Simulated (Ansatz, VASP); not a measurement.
CdS: VASP beside Ansatz

INCAR

```
  PREC = Accurate
  ENCUT = 600
  EDIFF = 1E-6
  ISMEAR = -1
  SIGMA = 0.02
  LREAL = False
  LASPH = True
  NELM = 80
  ALGO = Normal
  ISIF = 3
  LWAVE = False
  LCHARG = False
  GGA = CA
  IBRION = 2
  NSW = 70
  EDIFFG = -0.005
```

The input KPOINTS:

```
regular mesh
0
Gamma
  9 9 9
```

File POSCAR:

```
CdS
1.0
    0.0000000000      2.7532440000      2.7532440000
    2.7532440000      0.0000000000      2.7532440000
    2.7532440000      2.7532440000      0.0000000000
Cd S
1 1
Direct
    0.0000000000      0.0000000000      0.0000000000
    0.5000000000      0.5000000000      0.5000000000
```

Input for Ansatz:

```yaml
crystal:
  lattice:
    - [0.0, 2.753244, 2.753244]
    - [2.753244, 0.0, 2.753244]
    - [2.753244, 2.753244, 0.0]
  atoms:
    - { symbol: Cd, position: [0.0, 0.0, 0.0] }
    - { symbol: S, position: [0.5, 0.5, 0.5] }
kpoints:
  mp_grid: { grid: [9, 9, 9] }
scf:
  occupations: { method: fermi_dirac, width: 0.02 }
hamiltonian:
  xc: lda
  pseudopotentials: { kind: paw }
output:
  forces: true
  stress: true
relax:
  f_tol: 0.005
  max_steps: 50
  cell: {}
```

Alike in both runs: task relaxation of cell and atoms; functional LDA; k mesh 9 × 9 × 9; occupations fermi-dirac, width 0.02 eV; no spin polarisation.

```csv
,VASP,Ansatz
version,VASP 6.6.1,Ansatz 0.2.0
potentials or method,"VASP PAW LDA potentials, release 64 (Cd, S)","PAW with Ansatz's default frozen-core files, scalar-relativistic"
plane-wave cutoff (eV),600,420
valence electrons in the cell,18,26
```

```csv
,VASP,Ansatz,Ansatz less VASP
relaxed volume (Å³/atom),19.18,19.03,-0.146
relaxed cell length with the largest relative difference (Å),3.785,3.776,-0.0096
```

LDA's correlation is that of Perdew and Zunger in VASP and of Perdew and Wang (1992) in Ansatz. VASP's potentials hold 18 valence electrons a cell and Ansatz's 26, so a difference there can come from the potentials and not from the codes.
